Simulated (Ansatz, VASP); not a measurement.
This is a calculation of C for Ansatz 0.2.0.

Contents of input.yaml:

```yaml
crystal:
  lattice:
    - [2.5221, 0.0, 0.0]
    - [-1.26105, 2.1842026709, 0.0]
    - [0.0, 0.0, 8.2371]
  atoms:
    - { symbol: C, position: [0.6666666667, 0.3333333333, 0.84375] }
    - { symbol: C, position: [0.3333333333, 0.6666666667, 0.34375] }
    - { symbol: C, position: [0.6666666667, 0.3333333333, 0.65625] }
    - { symbol: C, position: [0.3333333333, 0.6666666667, 0.15625] }
    - { symbol: C, position: [0.0, 0.0, 0.90625] }
    - { symbol: C, position: [0.0, 0.0, 0.40625] }
    - { symbol: C, position: [0.0, 0.0, 0.59375] }
    - { symbol: C, position: [0.0, 0.0, 0.09375] }
hamiltonian:
  xc: r2scan
  pseudopotentials: { kind: paw }
  dispersion: rvv10
kpoints:
  mp_grid: { grid: [12, 12, 4] }
scf:
  occupations: { method: fermi_dirac, width: 0.05 }
output:
  forces: true
  stress: true
  eigenvalues: true
```

Potentials or basis: Ansatz PAW.

Run with:

```sh
$ ansatz run input.yaml --threads 2 --pin off --max-ram 5120MiB --backend cpu --events-out ev --progress --plain --runs-dir out
```

Question: Set up the same calculation for VASP 6.6.1. Potentials there: VASP PAW PBE potentials, release 64 (C).

Answer: As run (the cutoff follows the program's own potentials):

Contents of POSCAR:

```
C
1.0
    2.5221000000      0.0000000000      0.0000000000
   -1.2610500000      2.1842026709      0.0000000000
    0.0000000000      0.0000000000      8.2371000000
C
8
Direct
    0.6666666667      0.3333333333      0.8437500000
    0.3333333333      0.6666666667      0.3437500000
    0.6666666667      0.3333333333      0.6562500000
    0.3333333333      0.6666666667      0.1562500000
    0.0000000000      0.0000000000      0.9062500000
    0.0000000000      0.0000000000      0.4062500000
    0.0000000000      0.0000000000      0.5937500000
    0.0000000000      0.0000000000      0.0937500000
```

File INCAR.step1:

```
SYSTEM = C
ALGO = Normal
EDIFF = 1E-4
ENCUT = 520
GGA = PE
ISMEAR = -1
LASPH = .True.
LCHARG = .False.
LREAL = .False.
LWAVE = .True.
NBANDS = 26
NELM = 100
PREC = Accurate
SIGMA = 0.05
```

File INCAR.step2:

```
SYSTEM = C
ALGO = Normal
BPARAM = 11.95
CPARAM = 0.0093
EDIFF = 1E-6
ENCUT = 520
ISIF = 2
ISMEAR = -1
ISTART = 1
IVDW_NL = 2
LASPH = .True.
LCHARG = .False.
LMIXTAU = .True.
LREAL = .False.
LUSE_VDW = .True.
LWAVE = .False.
METAGGA = R2SCAN
NBANDS = 26
NELM = 100
PREC = Accurate
SIGMA = 0.05
```

The input KPOINTS:

```
k-points
0
Gamma
  12 12 4
  0 0 0
```

Potentials or basis: VASP PAW PBE potentials, release 64 (C).

Launch:

```bash
$ cat potpaw_PBE.64/C/POTCAR > POTCAR
$ cp INCAR.step1 INCAR
$ mpirun -np 1 vasp_std > vasp.out
$ cp INCAR.step2 INCAR
$ mpirun -np 1 vasp_std > vasp.out
```

Both were run:

|  | VASP | Ansatz | Ansatz less VASP |
| --- | --- | --- | --- |
| gap on the k mesh at the Fermi level (eV) | 4.58 | 4.61 | +0.024 |
| least direct gap on the mesh (eV) | 5.40 | 5.44 | +0.045 |
| pressure (GPa) | -1.8 | -2.8 | -1.05 |
| traceless stress, the component that is largest in VASP (GPa) | 8.82 | 8.79 | -0.033 |
| rms of the force components (eV/Å) | 0.201 | 0.200 | -0.0009 |

VASP's potentials were made for PBE, not for r2SCAN. Atom by atom the forces differ by 0.001 eV/Å (rms over components).
